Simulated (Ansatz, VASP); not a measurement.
**C: VASP beside Ansatz**

The input INCAR:

```
  PREC = Accurate
  ENCUT = 520
  EDIFF = 1E-6
  ISMEAR = 0
  SIGMA = 0.05
  LREAL = Auto
  LASPH = True
  NELM = 80
  ALGO = Normal
  ISIF = 2
  LWAVE = False
  LCHARG = True
  GGA = PS
  LELF = True
  LVHAR = True
  NBANDS = 43
```

Contents of KPOINTS:

```
regular mesh
0
Gamma
  6 6 6
```

POSCAR

```
C
1.0
    0.0000000000      3.5537981836     -3.5537981836
   -3.5537981836      0.0000000000     -3.5537981836
   -3.5537981836      3.5537981836      0.0000000000
C
15
Direct
    0.2500000000      0.7500000000      0.2500000000
    0.7500000000      0.2500000000      0.2500000000
    0.2500000000      0.2500000000      0.2500000000
    0.7500000000      0.7500000000      0.7500000000
    0.2500000000      0.7500000000      0.7500000000
    0.7500000000      0.2500000000      0.7500000000
    0.2500000000      0.2500000000      0.7500000000
    0.8750000000      0.3750000000      0.3750000000
    0.3750000000      0.3750000000      0.3750000000
    0.9509352206      0.9509352206      0.2700045588
    0.3750000000      0.8750000000      0.3750000000
    0.8750000000      0.3750000000      0.8750000000
    0.3750000000      0.3750000000      0.8750000000
    0.8750000000      0.8750000000      0.8750000000
    0.3750000000      0.8750000000      0.8750000000
```

Input for Ansatz:

```yaml
crystal:
  lattice:
    - [0.0, 3.5537981836, -3.5537981836]
    - [-3.5537981836, 0.0, -3.5537981836]
    - [-3.5537981836, 3.5537981836, 0.0]
  atoms:
    - { symbol: C, position: [0.25, 0.75, 0.25] }
    - { symbol: C, position: [0.75, 0.25, 0.25] }
    - { symbol: C, position: [0.25, 0.25, 0.25] }
    - { symbol: C, position: [0.75, 0.75, 0.75] }
    - { symbol: C, position: [0.25, 0.75, 0.75] }
    - { symbol: C, position: [0.75, 0.25, 0.75] }
    - { symbol: C, position: [0.25, 0.25, 0.75] }
    - { symbol: C, position: [0.875, 0.375, 0.375] }
    - { symbol: C, position: [0.375, 0.375, 0.375] }
    - { symbol: C, position: [0.9509352206, 0.9509352206, 0.2700045588] }
    - { symbol: C, position: [0.375, 0.875, 0.375] }
    - { symbol: C, position: [0.875, 0.375, 0.875] }
    - { symbol: C, position: [0.375, 0.375, 0.875] }
    - { symbol: C, position: [0.875, 0.875, 0.875] }
    - { symbol: C, position: [0.375, 0.875, 0.875] }
basis:
  ecutwfc: 420
kpoints:
  mp_grid: { grid: [6, 6, 6] }
hamiltonian:
  xc: pbesol
  pseudopotentials: { kind: paw, azcp: { folder: soft_1 } }
scf:
  occupations: { method: gaussian, width: 0.05 }
output:
  forces: true
  stress: true
  eigenvalues: true
  write_density: true
  write_potential: true
  elf: true
  volumetric_format: npy
```

Change from the starting cell: C vacancy; atom 10 moved -0.125 of the way to it and -0.525 Å across, host rigid.

Alike in both runs: task single point; functional PBEsol; k mesh 6 × 6 × 6; occupations gaussian, width 0.05 eV; no spin polarisation.

|  | VASP | Ansatz |
| --- | --- | --- |
| version | VASP 6.6.1 | Ansatz 0.2.0 |
| potentials or method | VASP PAW PBE potentials, release 64 (C), cutoff 520 eV | scalar-relativistic, plane waves, PAW |
| valence electrons in the cell | 60 | 60 |

|  | VASP | Ansatz | Ansatz less VASP |
| --- | --- | --- | --- |
| gap on the k mesh at the Fermi level (eV) | none | none | - |
| pressure (GPa) | 7.7 | 6.6 | -1.09 |
| traceless stress, the component that is largest in VASP (GPa) | 8.97 | 8.88 | -0.094 |
| rms of the force components (eV/Å) | 2.427 | 2.423 | -0.0035 |

VASP's potentials were made for PBE, not for PBEsol, and Ansatz warns of the same on its side. Atom by atom the forces differ by 0.017 eV/Å (rms over components). A gap of «none» marks a metal or a gap that the smearing closes.
